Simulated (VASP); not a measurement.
# Y (P6_3/mmc) in VASP: notebook

The runs below take Y through single point, with r2SCAN.

All numbers are computed with VASP 6.6.1; they aren't measurements. Logs are shortened: lines on timing, memory, paths and dates and some standing lists are left out, and cuts for length are marked.

## 1. The cell of the first run

Symmetry: P6_3/mmc, No. 194, hexagonal system. Conventional cell: a = 3.681 Å, b = 3.681 Å, c = 5.721 Å, α = 90.00°, β = 90.00°, γ = 120.00°. Within 4.7 Å of Y (site symmetry -6m2) lie 12 Y at 3.56 to 3.68 Å.

## 2. Single point, r2SCAN

Input file POSCAR:

```
Y
1.0
    3.6808463851      0.0000000000      0.0000000000
   -1.8404231926      3.1877064770      0.0000000000
    0.0000000000      0.0000000000      5.7206466204
Y
2
Direct
    0.3333333333      0.6666666667      0.2500000000
    0.6666666667      0.3333333333      0.7500000000
```

Input file INCAR.step1:

```
PREC = Accurate ; ENCUT = 520
ISMEAR = -1 ; SIGMA = 0.3
LREAL = F ; LASPH = T
NELM = 100 ; NBANDS = 18
GGA = PE ; ALGO = Normal
EDIFF = 1E-4 ; LWAVE = T
LCHARG = F
```

Input file INCAR.step2:

```
PREC = Accurate ; ENCUT = 520
EDIFF = 1E-6 ; ISMEAR = -1
SIGMA = 0.3 ; LREAL = F
LASPH = T ; NELM = 100
ALGO = Normal ; ISIF = 2
LWAVE = F ; LCHARG = F
METAGGA = R2SCAN ; LMIXTAU = T
NBANDS = 18 ; ISTART = 1
```

Input file KPOINTS:

```
Automatic mesh
0
Gamma
  10 10 6
```

Potentials or basis: VASP PAW PBE potentials, release 64 (Y_sv).

Launch:

```
$ cat potpaw_PBE.64/Y_sv/POTCAR > POTCAR
$ cp INCAR.step1 INCAR
$ mpirun -np 1 vasp_std > vasp.out
$ cp INCAR.step2 INCAR
$ mpirun -np 1 vasp_std > vasp.out
```

OUTCAR:

```text
PREC = Accurate
   ENCUT = 520
   EDIFF = 1E-6
   ISMEAR = -1
   LREAL = F
   LASPH = T
   NELM = 100
   ISIF = 2
   METAGGA = R2SCAN
   ISTART = 1

 ion  position               nearest neighbor table
   1  0.333  0.667  0.250-   2 3.56   2 3.56   2 3.56   2 3.56   2 3.56   2 3.56
   2  0.667  0.333  0.750-   1 3.56   1 3.56   1 3.56   1 3.56   1 3.56   1 3.56

  LATTYP: Found a hexagonal cell.
 ALAT       =     3.6808463851
 C/A-ratio  =     1.5541660862

  Lattice vectors:

 A1 = (   3.6808463851,   0.0000000000,   0.0000000000)
 A2 = (  -1.8404231926,   3.1877064770,   0.0000000000)
 A3 = (   0.0000000000,   0.0000000000,   5.7206466204)

Analysis of symmetry for initial positions (statically):
=====================================================================
 Subroutine PRICEL returns:
 Original cell was already a primitive cell.

 Routine SETGRP: Setting up the symmetry group for a
 hexagonal supercell.

 Subroutine GETGRP returns: Found 24 space group operations
 (whereof 12 operations were pure point group operations)
 out of a pool of 24 trial point group operations.

The static configuration has the point symmetry D_3d.
 The point group associated with its full space group is D_6h.

Analysis of symmetry for dynamics (positions and initial velocities):
=====================================================================
 Subroutine PRICEL returns:
 Original cell was already a primitive cell.

 Routine SETGRP: Setting up the symmetry group for a
 hexagonal supercell.

 Subroutine GETGRP returns: Found 24 space group operations
 (whereof 12 operations were pure point group operations)
 out of a pool of 24 trial point group operations.

The dynamic configuration has the point symmetry D_3d.
 The point group associated with its full space group is D_6h.

 Subroutine INISYM returns: Found 24 space group operations
 (whereof 12 operations are pure point group operations),
 and found     1 'primitive' translations

----------------------------------------------------------------------------------------

                                     Primitive cell

  volume of cell :      67.1230

  direct lattice vectors                    reciprocal lattice vectors
     3.680846385  0.000000000  0.000000000     0.271676646  0.156852585  0.000000000
    -1.840423193  3.187706477  0.000000000     0.000000000  0.313705169  0.000000000
     0.000000000  0.000000000  5.720646620     0.000000000  0.000000000  0.174805414

  length of vectors
     3.680846385  3.680846385  5.720646620     0.313705169  0.313705169  0.174805414

  position of ions in fractional coordinates (direct lattice)
     0.333333333  0.666666667  0.250000000
     0.666666667  0.333333333  0.750000000

  ion indices of the primitive-cell ions
   primitive index   ion index
                 1           1
                 2           2

----------------------------------------------------------------------------------------

 KPOINTS: Automatic mesh

Automatic generation of k-mesh.
 Grid dimensions read from file:
 generate k-points for:   10   10    6

 Generating k-lattice:

  Cartesian coordinates                     Fractional coordinates (reciprocal lattice)
     0.027167665  0.015685258  0.000000000     0.100000000  0.000000000  0.000000000
     0.000000000  0.031370517  0.000000000     0.000000000  0.100000000  0.000000000
     0.000000000  0.000000000  0.029134236     0.000000000  0.000000000  0.166666667

  Length of vectors
     0.031370517  0.031370517  0.029134236

  Shift w.r.t. Gamma in fractional coordinates (k-lattice)
     0.000000000  0.000000000  0.000000000

 Subroutine IBZKPT returns following result:
 ===========================================

 Found     56 irreducible k-points:

 Following reciprocal coordinates:
            Coordinates               Weight
  0.000000  0.000000  0.000000      1.000000
  0.100000  0.000000  0.000000      6.000000
  0.200000  0.000000  0.000000      6.000000
  0.300000 -0.000000  0.000000      6.000000
  0.400000 -0.000000  0.000000      6.000000
  0.500000  0.000000  0.000000      3.000000
[... 16 lines left out ...]
  0.300000  0.100000  0.166667     24.000000
  0.400000  0.100000  0.166667     24.000000
 [... further k-points ...]
   k-points           NKPTS =     56   k-points in BZ     NKDIM =     56   number of bands    NBANDS=     18
   number of dos      NEDOS =    301   number of ions     NIONS =      2
   total plane-waves  NPLWV =  37632
   dimension x,y,z NGX =    28 NGY =   28 NGZ =   48
   dimension x,y,z NGXF=    56 NGYF=   56 NGZF=   96
   ions per type =               2
   NGX,Y,Z   is equivalent  to a cutoff of  12.65, 12.65, 13.95 a.u.
   NGXF,Y,Z  is equivalent  to a cutoff of  25.29, 25.29, 27.90 a.u.
 SYSTEM =  unknown system
   PREC   = accura    normal or accurate (medium, high low for compatibility)
   ISTART =      1    job   : 0-new  1-cont  2-samecut
   ICHARG =      0    charge: 1-file 2-atom 10-const
   ISPIN  =      1    spin polarized calculation?
   LNONCOLLINEAR =      F non collinear calculations
   LSORBIT =      F    spin-orbit coupling
   LASPH  =      T    aspherical Exc in radial PAW
   ENCUT  =  520.0 eV  38.22 Ry    6.18 a.u.   6.84  6.84 10.64*2*pi/ulx,y,z
   NELM   =    100;   NELMIN=  2; NELMDL=  0     # of ELM steps
   EDIFF  = 0.1E-05   stopping-criterion for ELM
   LREAL  =      F    real-space projection
   EDIFFG = 0.1E-04   stopping-criterion for IOM
   NSW    =      0    number of steps for IOM
   IBRION =     -1    ionic relax: 0-MD 1-quasi-New 2-CG
   NFREE  =      0    steps in history (QN), initial steepest desc. (CG)
   ISIF   =      2    stress and relaxation
   ISYM   =      2    0-nonsym 1-usesym 2-fastsym
   POTIM  = 0.5000    time-step for ionic-motion
   TEBEG  =    0.0;   TEEND  =   0.0 temperature during run
   PSTRESS=    0.0 pullay stress
   NELECT =      22.0000    total number of electrons
   NUPDOWN=      -1.0000    fix difference up-down
   EMIN   =  10.00;   EMAX   =-10.00  energy-range for DOS
   EFERMI =   0.00;   METHOD = LEGACY
   ISMEAR =    -1;   SIGMA  =   0.30  broadening in eV -4-tet -1-fermi 0-gaus
   EFERMI_NEDOS =   21; number of points for ismear=-14 and -15
   IALGO  =     38    algorithm
   IMIX   =      4    mixing-type and parameters
     AMIX     =   0.40;   BMIX     =  1.00
     AMIX_MAG =   1.60;   BMIX_MAG =  1.00
  volume/ion in A,a.u.               =      33.56       226.48
  Fermi-wavevector in a.u.,A,eV,Ry     =   1.128735  2.133000 17.334405  1.274043
  Thomas-Fermi vector in A             =   2.265426
   LORBIT       =      0    0 simple, 1 ext, 2 COOP (PROOUT), +10 PAW based schemes
   METAGGA = R2SCAN    functional components
   LHFCALC =     F    Hartree Fock is set to
   AEXX    =    0.0000 exact exchange contribution
   IVDW    =     0    specifies the selected vdW correction
   LEPSILON=     F    determine dielectric tensor
   LRPA    =     F    only Hartree local field effects (RPA)
 non-spin polarized calculation
  energy-cutoff  :      520.00
  volume of cell :       67.12
 maximum number of plane-waves:      1834
 NGX is ok and might be reduce to    28
   NGX = 13   NGY = 13   NGZ = 21

 number of electron      22.0000000 magnetization

 Free energy of the ion-electron system (eV)
  ---------------------------------------------------
  ext. energy  EPLUGINS =         0.00000000
  ---------------------------------------------------
  free energy    TOTEN  =       -41.00164771 eV

  energy without entropy =      -40.16846410  energy(sigma->0) =      -40.58505591

 E-fermi :   2.9504     XC(G=0):  -9.9760

 val. band max:        2.9264521668   @ k =   0.3000   0.3000   0.5000
 cond. band min:       2.9561019601   @ k =   0.2000   0.0000   0.1667
 fundamental gap:      0.0296497933
 Fermi energy:         2.9504382412

 k-point     1 :       0.0000    0.0000    0.0000
  band No.  band energies     occupation
      1     -41.2744      2.00000
      2     -41.1989      2.00000
      3     -20.9080      2.00000
      4     -20.4221      2.00000
      5     -20.4220      2.00000
      6     -20.3325      2.00000
[... 10 lines left out ...]
     17       5.9751      0.00008
     18       5.9751      0.00008

 k-point     2 :       0.1000    0.0000    0.0000
  band No.  band energies     occupation
      1     -41.2695      2.00000
      2     -41.1974      2.00000
      3     -20.8904      2.00000
      4     -20.4559      2.00000
      5     -20.4338      2.00000
      6     -20.3680      2.00000
[... 10 lines left out ...]
     17       5.7520      0.00018
     18       5.7697      0.00017

 k-point     3 :       0.2000    0.0000    0.0000
  band No.  band energies     occupation
      1     -41.2565      2.00000
      2     -41.1938      2.00000
      3     -20.8414      2.00000
      4     -20.5453      2.00000
      5     -20.4633      2.00000
      6     -20.4582      2.00000
[... 10 lines left out ...]
     17       6.1529      0.00005
     18       6.2866      0.00003

 k-point     4 :       0.3000   -0.0000    0.0000
  band No.  band energies     occupation
      1     -41.2391      2.00000
      2     -41.1904      2.00000
      3     -20.7708      2.00000
      4     -20.6568      2.00000
      5     -20.5641      2.00000
      6     -20.4978      2.00000
[... 375 lines left out ...]
      4     -20.5871      2.00000
      5     -20.5568      2.00000
      6     -20.4768      2.00000
[... 10 lines left out ...]
     17       6.5117      0.00001
     18       6.9752      0.00000

 k-point    23 :       0.3000    0.1000    0.1667
  band No.  band energies     occupation
      1     -41.2257      2.00000
      2     -41.1923      2.00000
      3     -20.7720      2.00000
      4     -20.6686      2.00000
      5     -20.6071      2.00000
      6     -20.5172      2.00000
[... 10 lines left out ...]
     17       7.4309      0.00000
     18       7.6624      0.00000

 k-point    24 :       0.4000    0.1000    0.1667
  band No.  band energies     occupation
      1     -41.2139      2.00000
      2     -41.1924      2.00000
      3     -20.7987      2.00000
      4     -20.7031      2.00000
      5     -20.6087      2.00000
      6     -20.5331      2.00000
[... 10 lines left out ...]
     17       8.0124      0.00000
     18       8.2500      0.00000

 [... further k-points ...]
[... 5 lines left out ...]
  --------------------------------------------------------------------------------------
  -------------------------------------------------------------------------------------
  Total        0.0513847      0.0513847      0.4624316     -0.0000000      0.0000000     -0.0000000
  in kB        1.2265163      1.2265163     11.0379126     -0.0000000      0.0000000     -0.0000000
  external PRESSURE =       4.4969817 kB  Pullay stress =       0.0000000 kB

 VOLUME and BASIS-vectors are now :
 -----------------------------------------------------------------------------
  energy-cutoff  :      520.00
  volume of cell :       67.12
      direct lattice vectors                 reciprocal lattice vectors
     3.680846385  0.000000000  0.000000000     0.271676646  0.156852585  0.000000000
    -1.840423193  3.187706477  0.000000000     0.000000000  0.313705169  0.000000000
     0.000000000  0.000000000  5.720646620     0.000000000  0.000000000  0.174805414

 POSITION                                       TOTAL-FORCE (eV/Angst)
 -----------------------------------------------------------------------------------
     -0.00000      2.12514      1.43016         0.000000     -0.000000      0.000000
      1.84042      1.06257      4.29048        -0.000000      0.000000      0.000000
 -----------------------------------------------------------------------------------
    total drift:                               -0.000000      0.000000     -0.000000

  FREE ENERGIE OF THE ION-ELECTRON SYSTEM (eV)
  ---------------------------------------------------
  free  energy   TOTEN  =       -41.0016477055 eV

  energy  without entropy=      -40.1684641046  energy(sigma->0) =      -40.58505591
```

Wall time 2.9 min (1 thread of AMD EPYC 9R45 (Zen 5), shared host); peak memory 0.21 GiB.

What came out:

```
Free energy            : -41.0016 eV
Pressure               : 0.4 GPa
Band gap on the k mesh : zero (band 11 reaches 4.03 eV, above the bottom of band 12 at 2.38 eV)
```

Caveat: the PAW data sets were made with another functional, which shifts forces and pressure a little.

(Part 1 of 2 ends here.)
